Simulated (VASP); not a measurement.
# KCl (P4/mmm) in VASP: notebook

KCl is run at these levels: PBE; tasks: single point.

Everything below comes from runs of VASP 6.6.1. Logs are shortened: lines on timing, memory, paths and dates and some standing lists are left out, and cuts for length are marked.

## (1) The cell of the first run

It takes space group P4/mmm (No. 123, tetragonal). Conventional cell: a = 3.655 Å, b = 3.655 Å, c = 3.808 Å, α = 90.00°, β = 90.00°, γ = 90.00°. Within 4.2 Å of K (site symmetry 4/mmm) lie 8 Cl at 3.21 Å and 6 K at 3.66 to 3.81 Å. Cl (site symmetry 4/mmm) has 8 K at 3.21 Å and 6 Cl at 3.66 to 3.81 Å within 4.2 Å.

## (2) Single point, PBE (epitaxial xy strain -3.1%)

The input, INCAR:

```
PREC = Accurate
ENCUT = 520
EDIFF = 1E-6
ISMEAR = -1
SIGMA = 0.02
LREAL = False
LASPH = True
NELM = 80
ALGO = Normal
ISIF = 2
LWAVE = False
LCHARG = False
GGA = PE
NBANDS = 15
```

The input, KPOINTS:

```
regular mesh
0
Gamma
  8 8 8
```

The input, POSCAR:

```
KCl
1.0
    3.6550447693      0.0000000000      0.0000000000
    0.0000000000      3.6550447693      0.0000000000
    0.0000000000      0.0000000000      3.8080688468
K Cl
1 1
Direct
    0.0000000000      0.0000000000      0.0000000000
    0.5000000000      0.5000000000      0.5000000000
```

Potentials or basis: VASP PAW PBE potentials, release 64 (K_sv, Cl).

The run is started by

```sh
cat potpaw_PBE.64/K_sv/POTCAR potpaw_PBE.64/Cl/POTCAR > POTCAR
mpirun -np 1 vasp_std > vasp.out
```

OUTCAR:

```text
PREC = Accurate
   ENCUT = 520
   EDIFF = 1E-6
   ISMEAR = -1
   LREAL = False
   LASPH = True
   NELM = 80
   ISIF = 2
   GGA = PE

 ion  position               nearest neighbor table
   1  0.000  0.000  0.000-   2 3.21   2 3.21   2 3.21   2 3.21   2 3.21   2 3.21   2 3.21   2 3.21

   2  0.500  0.500  0.500-   1 3.21   1 3.21   1 3.21   1 3.21   1 3.21   1 3.21   1 3.21   1 3.21

  LATTYP: Found a simple tetragonal cell.
 ALAT       =     3.6550447693
 C/A-ratio  =     1.0418665399

  Lattice vectors:

 A1 = (   3.6550447693,   0.0000000000,   0.0000000000)
 A2 = (   0.0000000000,   3.6550447693,   0.0000000000)
 A3 = (   0.0000000000,   0.0000000000,   3.8080688468)

Analysis of symmetry for initial positions (statically):
=====================================================================
 Subroutine PRICEL returns:
 Original cell was already a primitive cell.

 Routine SETGRP: Setting up the symmetry group for a
 simple tetragonal supercell.

 Subroutine GETGRP returns: Found 16 space group operations
 (whereof 16 operations were pure point group operations)
 out of a pool of 16 trial point group operations.

The static configuration has the point symmetry D_4h.

Analysis of symmetry for dynamics (positions and initial velocities):
=====================================================================
 Subroutine PRICEL returns:
 Original cell was already a primitive cell.

 Routine SETGRP: Setting up the symmetry group for a
 simple tetragonal supercell.

 Subroutine GETGRP returns: Found 16 space group operations
 (whereof 16 operations were pure point group operations)
 out of a pool of 16 trial point group operations.

The dynamic configuration has the point symmetry D_4h.

 Subroutine INISYM returns: Found 16 space group operations
 (whereof 16 operations are pure point group operations),
 and found     1 'primitive' translations

----------------------------------------------------------------------------------------

                                     Primitive cell

  volume of cell :      50.8733

  direct lattice vectors                    reciprocal lattice vectors
     3.655044769  0.000000000  0.000000000     0.273594460  0.000000000  0.000000000
     0.000000000  3.655044769  0.000000000     0.000000000  0.273594460  0.000000000
     0.000000000  0.000000000  3.808068847     0.000000000  0.000000000  0.262600294

  length of vectors
     3.655044769  3.655044769  3.808068847     0.273594460  0.273594460  0.262600294

  position of ions in fractional coordinates (direct lattice)
     0.000000000  0.000000000  0.000000000
     0.500000000  0.500000000  0.500000000

  ion indices of the primitive-cell ions
   primitive index   ion index
                 1           1
                 2           2

----------------------------------------------------------------------------------------

 KPOINTS: regular mesh

Automatic generation of k-mesh.
 Grid dimensions read from file:
 generate k-points for:    8    8    8

 Generating k-lattice:

  Cartesian coordinates                     Fractional coordinates (reciprocal lattice)
     0.034199308  0.000000000  0.000000000     0.125000000  0.000000000  0.000000000
     0.000000000  0.034199308  0.000000000     0.000000000  0.125000000  0.000000000
     0.000000000  0.000000000  0.032825037     0.000000000  0.000000000  0.125000000

  Length of vectors
     0.034199308  0.034199308  0.032825037

  Shift w.r.t. Gamma in fractional coordinates (k-lattice)
     0.000000000  0.000000000  0.000000000

 Subroutine IBZKPT returns following result:
 ===========================================

 Found     75 irreducible k-points:

 Following reciprocal coordinates:
            Coordinates               Weight
  0.000000  0.000000  0.000000      1.000000
  0.125000  0.000000  0.000000      4.000000
  0.250000  0.000000  0.000000      4.000000
  0.375000  0.000000  0.000000      4.000000
  0.500000  0.000000  0.000000      2.000000
  0.125000  0.125000  0.000000      4.000000
[... 16 lines left out ...]
  0.375000  0.125000  0.125000     16.000000
  0.500000  0.125000  0.125000      8.000000
 [... further k-points ...]
   k-points           NKPTS =     75   k-points in BZ     NKDIM =     75   number of bands    NBANDS=     15
   number of dos      NEDOS =    301   number of ions     NIONS =      2
   total plane-waves  NPLWV =  21952
   dimension x,y,z NGX =    28 NGY =   28 NGZ =   28
   dimension x,y,z NGXF=    56 NGYF=   56 NGZF=   56
   ions per type =               1   1
   NGX,Y,Z   is equivalent  to a cutoff of  12.74, 12.74, 12.22 a.u.
   NGXF,Y,Z  is equivalent  to a cutoff of  25.47, 25.47, 24.45 a.u.
 SYSTEM =  unknown system
   PREC   = accura    normal or accurate (medium, high low for compatibility)
   ISTART =      0    job   : 0-new  1-cont  2-samecut
   ICHARG =      2    charge: 1-file 2-atom 10-const
   ISPIN  =      1    spin polarized calculation?
   LNONCOLLINEAR =      F non collinear calculations
   LSORBIT =      F    spin-orbit coupling
   LASPH  =      T    aspherical Exc in radial PAW
   ENCUT  =  520.0 eV  38.22 Ry    6.18 a.u.   6.80  6.80  7.08*2*pi/ulx,y,z
   NELM   =     80;   NELMIN=  2; NELMDL= -5     # of ELM steps
   EDIFF  = 0.1E-05   stopping-criterion for ELM
   LREAL  =      F    real-space projection
   EDIFFG = 0.1E-04   stopping-criterion for IOM
   NSW    =      0    number of steps for IOM
   IBRION =     -1    ionic relax: 0-MD 1-quasi-New 2-CG
   NFREE  =      0    steps in history (QN), initial steepest desc. (CG)
   ISIF   =      2    stress and relaxation
   ISYM   =      2    0-nonsym 1-usesym 2-fastsym
   POTIM  = 0.5000    time-step for ionic-motion
   TEBEG  =    0.0;   TEEND  =   0.0 temperature during run
   PSTRESS=    0.0 pullay stress
   NELECT =      16.0000    total number of electrons
   NUPDOWN=      -1.0000    fix difference up-down
   EMIN   =  10.00;   EMAX   =-10.00  energy-range for DOS
   EFERMI =   0.00;   METHOD = LEGACY
   ISMEAR =    -1;   SIGMA  =   0.02  broadening in eV -4-tet -1-fermi 0-gaus
   EFERMI_NEDOS =   21; number of points for ismear=-14 and -15
   IALGO  =     38    algorithm
   IMIX   =      4    mixing-type and parameters
     AMIX     =   0.40;   BMIX     =  1.00
     AMIX_MAG =   1.60;   BMIX_MAG =  1.00
  volume/ion in A,a.u.               =      25.44       171.66
  Fermi-wavevector in a.u.,A,eV,Ry     =   1.113315  2.103860 16.864020  1.239470
  Thomas-Fermi vector in A             =   2.249899
   LORBIT       =      0    0 simple, 1 ext, 2 COOP (PROOUT), +10 PAW based schemes
   GGA     = PE    functional components
   LHFCALC =     F    Hartree Fock is set to
   AEXX    =    0.0000 exact exchange contribution
   IVDW    =     0    specifies the selected vdW correction
   LEPSILON=     F    determine dielectric tensor
   LRPA    =     F    only Hartree local field effects (RPA)
 non-spin polarized calculation
  energy-cutoff  :      520.00
  volume of cell :       50.87
 maximum number of plane-waves:      1404
 NGX is ok and might be reduce to    28
   NGX = 13   NGY = 13   NGZ = 15

 number of electron      16.0000000 magnetization

 Free energy of the ion-electron system (eV)
  ---------------------------------------------------
  ext. energy  EPLUGINS =         0.00000000
  ---------------------------------------------------
  free energy    TOTEN  =        -6.60508787 eV

  energy without entropy =       -6.60508787  energy(sigma->0) =       -6.60508787

 E-fermi :   0.2724     XC(G=0):  -8.5424

 val. band max:       -0.1972903565   @ k =   0.5000   0.0000   0.5000
 cond. band min:       4.9764043398   @ k =   0.0000   0.0000   0.0000
 fundamental gap:      5.1736946963
 Fermi energy:         0.2724240354

 k-point     1 :       0.0000    0.0000    0.0000
  band No.  band energies     occupation
      1     -28.1760      2.00000
      2     -13.0524      2.00000
      3     -11.5560      2.00000
      4     -11.5269      2.00000
      5     -11.5269      2.00000
      6      -0.6483      2.00000
      7      -0.4092      2.00000
      8      -0.4092      2.00000
      9       4.9764      0.00000
     10       6.1224      0.00000
     11       6.2711      0.00000
     12      10.5501      0.00000
     13      10.5501      0.00000
     14      10.8494      0.00000
     15      13.5160      0.00000

 k-point     2 :       0.1250    0.0000    0.0000
  band No.  band energies     occupation
      1     -28.1709      2.00000
      2     -13.0778      2.00000
      3     -11.5482      2.00000
      4     -11.5199      2.00000
      5     -11.5129      2.00000
      6      -0.7728      2.00000
      7      -0.6540      2.00000
      8      -0.4099      2.00000
      9       5.3570      0.00000
     10       6.3080      0.00000
     11       6.6458      0.00000
     12      10.4764      0.00000
     13      10.6399      0.00000
     14      10.7530      0.00000
     15      13.1648      0.00000

 k-point     3 :       0.2500    0.0000    0.0000
  band No.  band energies     occupation
      1     -28.1587      2.00000
      2     -13.1440      2.00000
      3     -11.5293      2.00000
      4     -11.5032      2.00000
      5     -11.4695      2.00000
      6      -1.5008      2.00000
      7      -0.6687      2.00000
      8      -0.4124      2.00000
      9       6.2245      0.00000
     10       6.7585      0.00000
     11       7.6113      0.00000
     12      10.3701      0.00000
     13      10.5852      0.00000
     14      10.8803      0.00000
     15      11.8568      0.00000
[... 343 lines left out ...]
 k-point    23 :       0.3750    0.1250    0.1250
  band No.  band energies     occupation
      1     -28.1388      2.00000
      2     -13.1194      2.00000
      3     -11.5956      2.00000
      4     -11.5377      2.00000
      5     -11.4306      2.00000
      6      -1.9568      2.00000
      7      -0.8359      2.00000
      8      -0.6182      2.00000
      9       7.4028      0.00000
     10       7.6826      0.00000
     11       8.4003      0.00000
     12       9.7267      0.00000
     13       9.9294      0.00000
     14      10.3411      0.00000
     15      11.9108      0.00000

 k-point    24 :       0.5000    0.1250    0.1250
  band No.  band energies     occupation
      1     -28.1338      2.00000
      2     -13.1314      2.00000
      3     -11.5441      2.00000
      4     -11.5291      2.00000
      5     -11.4802      2.00000
      6      -2.1602      2.00000
      7      -0.8321      2.00000
      8      -0.5917      2.00000
      9       7.7697      0.00000
     10       8.0159      0.00000
     11       8.2449      0.00000
     12       9.6253      0.00000
     13      10.1878      0.00000
     14      10.3485      0.00000
     15      11.5928      0.00000

 [... further k-points ...]

------------------------ aborting loop because EDIFF is reached ----------------------------------------

  FORCE on cell =-STRESS in cart. coord.  units (eV):
  Direction    XX          YY          ZZ          XY          YZ          ZX
  --------------------------------------------------------------------------------------
  -------------------------------------------------------------------------------------
  Total        1.0108209      1.0108209      0.3830554      0.0000000      0.0000000     -0.0000000
  in kB       31.8342483     31.8342483     12.0637397      0.0000000      0.0000000     -0.0000000
  external PRESSURE =      25.2440787 kB  Pullay stress =       0.0000000 kB

 VOLUME and BASIS-vectors are now :
 -----------------------------------------------------------------------------
  energy-cutoff  :      520.00
  volume of cell :       50.87
      direct lattice vectors                 reciprocal lattice vectors
     3.655044769  0.000000000  0.000000000     0.273594460  0.000000000  0.000000000
     0.000000000  3.655044769  0.000000000     0.000000000  0.273594460  0.000000000
     0.000000000  0.000000000  3.808068847     0.000000000  0.000000000  0.262600294

 POSITION                                       TOTAL-FORCE (eV/Angst)
 -----------------------------------------------------------------------------------
      0.00000      0.00000      0.00000         0.000000      0.000000      0.000000
      1.82752      1.82752      1.90403         0.000000      0.000000      0.000000
 -----------------------------------------------------------------------------------
    total drift:                               -0.000000      0.000000      0.000000

  FREE ENERGIE OF THE ION-ELECTRON SYSTEM (eV)
  ---------------------------------------------------
  free  energy   TOTEN  =        -6.6050878727 eV

  energy  without entropy=       -6.6050878727  energy(sigma->0) =       -6.60508787
```

Wall time 32 s (1 thread of Intel Xeon Platinum 8259CL at 2.50GHz (Skylake/Cascade Lake), shared host); peak memory 0.19 GiB.

What came out:

* Free energy: -6.6051 eV
* Pressure: 2.5 GPa
* Band gap on the k mesh: 5.17 eV, indirect (least direct gap 5.39 eV)

Levels at points of the mesh, in eV from the valence-band top:
```tsv
k point	band 4	band 5	band 6	band 7	band 8	band 9	band 10	band 11	band 12	band 13
(0.00, 0.00, 0.00)	-11.33	-11.33	-0.45	-0.21	-0.21	5.17	6.32	6.47	10.75	10.75
(0.50, 0.00, 0.00)	-11.28	-11.19	-2.14	-0.49	-0.22	7.90	8.16	8.89	10.10	10.67
(0.50, 0.50, 0.00)	-11.67	-11.27	-1.43	-1.43	-0.20	6.24	7.09	8.68	8.68	12.25
(0.00, 0.00, 0.50)	-11.29	-11.11	-2.11	-0.27	-0.27	7.81	8.17	8.56	10.15	10.97
(0.50, 0.00, 0.50)	-11.60	-11.26	-1.49	-1.38	0.00	6.14	7.46	9.02	9.16	11.99
(0.50, 0.50, 0.50)	-11.60	-11.51	-1.67	-1.67	-1.59	8.98	9.13	9.13	10.02	10.38
```

Caveat: the cell differs from its parent crystal (epitaxial xy strain -3.1%). A k mesh can miss the band edges.

## (3) Single point, PBE (uniaxial y strain +2.7%)

The input, INCAR:

```
ALGO     = Normal         # electronic algorithm
EDIFF    = 1E-6           # SCF threshold, eV
ENCUT    = 520            # plane-wave cutoff, eV
GGA      = PE             # functional
ISIF     = 2              # what is computed and relaxed
ISMEAR   = -1             # smearing method
LASPH    = True           # aspherical terms in the spheres
LCHARG   = True           # write CHGCAR
LELF     = True           # ELF
LREAL    = False          # projectors in reciprocal space
LVHAR    = True         
LWAVE    = False          # write WAVECAR
NBANDS   = 15             # bands
NELM     = 60             # most SCF steps
PREC     = Accurate       # precision mode
SIGMA    = 0.02           # smearing width, eV
```

The input, KPOINTS:

```
k-points
0
Gamma
  8 8 8
```

The input, POSCAR:

```
KCl
1.0
    3.7708085932      0.0000000000      0.0000000000
    0.0000000000      3.8722433443      0.0000000000
    0.0000000000      0.0000000000      3.7708085932
K Cl
1 1
Direct
    0.0000000000      0.0000000000      0.0000000000
    0.5000000000      0.5000000000      0.5000000000
```

Potentials or basis: VASP PAW PBE potentials, release 64 (K_sv, Cl).

The run is started by

```sh
cat potpaw_PBE.64/K_sv/POTCAR potpaw_PBE.64/Cl/POTCAR > POTCAR
mpirun -np 1 vasp_std > vasp.out
```

Wall time 40 s (1 thread of Intel Xeon Platinum 8259CL at 2.50GHz (Skylake/Cascade Lake), shared host); peak memory 0.2 GiB.

It converged, with:

| Quantity | Value |
| --- | --- |
| Free energy | -6.6492 eV |
| Pressure | 0.5 GPa |
| Band gap on the k mesh | 4.86 eV, indirect (least direct gap 5.06 eV) |

Stress tensor (GPa, compression positive):
```
 0.89  0.00  0.00
 0.00 -0.28  0.00
 0.00  0.00  0.89
```

Levels at points of the mesh, in eV from the valence-band top:
| k point | band 5 | band 6 | band 7 | band 8 | band 9 | band 10 | band 11 | band 12 |
| --- | --- | --- | --- | --- | --- | --- | --- | --- |
| (0.00, 0.00, 0.00) | -11.44 | -0.34 | -0.20 | -0.20 | 4.86 | 6.46 | 6.56 | 10.61 |
| (0.50, 0.00, 0.00) | -11.30 | -1.87 | -0.36 | -0.20 | 7.79 | 7.89 | 8.43 | 10.10 |
| (0.00, 0.50, 0.00) | -11.26 | -1.86 | -0.23 | -0.23 | 7.79 | 7.84 | 8.22 | 10.14 |
| (0.50, 0.50, 0.00) | -11.38 | -1.31 | -1.25 | 0.00 | 6.14 | 7.35 | 8.96 | 9.05 |
| (0.50, 0.00, 0.50) | -11.39 | -1.27 | -1.27 | -0.12 | 6.22 | 7.13 | 8.76 | 8.76 |
| (0.50, 0.50, 0.50) | -11.59 | -1.43 | -1.43 | -1.38 | 8.80 | 8.88 | 8.88 | 9.80 |

Caveat: the cell differs from its parent crystal (uniaxial y strain +2.7%). A k mesh can miss the band edges.

## (4) Single point, PBE (uniaxial z strain +2.3%)

The input, INCAR:

```
PREC = Accurate
ENCUT = 520
EDIFF = 1E-6
ISMEAR = -1
SIGMA = 0.02
LREAL = False
LASPH = True
NELM = 60
ALGO = Normal
ISIF = 2
LWAVE = False
LCHARG = False
GGA = PE
NBANDS = 15
```

The input, KPOINTS:

```
Automatic mesh
0
Gamma
  8 8 8
```

The input, POSCAR:

```
KCl
1.0
    3.7708085932      0.0000000000      0.0000000000
    0.0000000000      3.7708085932      0.0000000000
    0.0000000000      0.0000000000      3.8586684334
K Cl
1 1
Direct
    0.0000000000      0.0000000000      0.0000000000
    0.5000000000      0.5000000000      0.5000000000
```

The run is started by

```sh
cat potpaw_PBE.64/K_sv/POTCAR potpaw_PBE.64/Cl/POTCAR > POTCAR
mpirun -np 1 vasp_std > vasp.out
```

Wall time 41 s (1 thread of Intel Xeon Platinum 8259CL at 2.50GHz (Skylake/Cascade Lake), shared host); peak memory 0.2 GiB.

It converged, with:

```
Free energy            : -6.6493 eV
Pressure               : 0.6 GPa
Band gap on the k mesh : 4.88 eV, indirect (least direct gap 5.09 eV)
```

Stress tensor (GPa, compression positive):
```
 0.92  0.00  0.00
 0.00  0.92  0.00
 0.00  0.00 -0.11
```

Levels at points of the mesh, in eV from the valence-band top:
```
           k point  band 4  band 5  band 6  band 7  band 8  band 9  band 10  band 11  band 12  band 13
(0.00, 0.00, 0.00)  -11.43  -11.43   -0.33   -0.20   -0.20    4.88     6.46     6.55    10.64    10.64
(0.50, 0.00, 0.00)  -11.39  -11.29   -1.88   -0.34   -0.20    7.81     7.90     8.44    10.11    10.49
(0.50, 0.50, 0.00)  -11.68  -11.37   -1.27   -1.27   -0.10    6.22     7.16     8.79     8.79    11.60
(0.00, 0.00, 0.50)  -11.40  -11.25   -1.87   -0.23   -0.23    7.82     7.85     8.27    10.14    10.65
(0.50, 0.00, 0.50)  -11.65  -11.37   -1.30   -1.25    0.00    6.15     7.35     8.97     9.04    11.46
(0.50, 0.50, 0.50)  -11.63  -11.58   -1.43   -1.43   -1.39    8.82     8.89     8.89     9.85    10.04
```

Caveat: the cell differs from its parent crystal (uniaxial z strain +2.3%). A k mesh can miss the band edges.

## (5) Summary

```tsv
cell	gap on the mesh (eV)	pressure (GPa)
a = 3.655, b = 3.655, c = 3.808 Å, 2 atoms	5.17	2.5
a = 3.771, b = 3.872 Å, 2 atoms	4.86	0.5
a = 3.771, b = 3.771, c = 3.859 Å, 2 atoms	4.88	0.6
```

Alike in all rows: task single point; level PBE; potentials or basis VASP PAW PBE potentials, release 64 (K_sv, Cl); no spin polarisation; k mesh 8 × 8 × 8; cutoff (eV) 520; smearing fermi-dirac 0.02 eV.

Absolute energies hang on the potentials; compare differences alone.
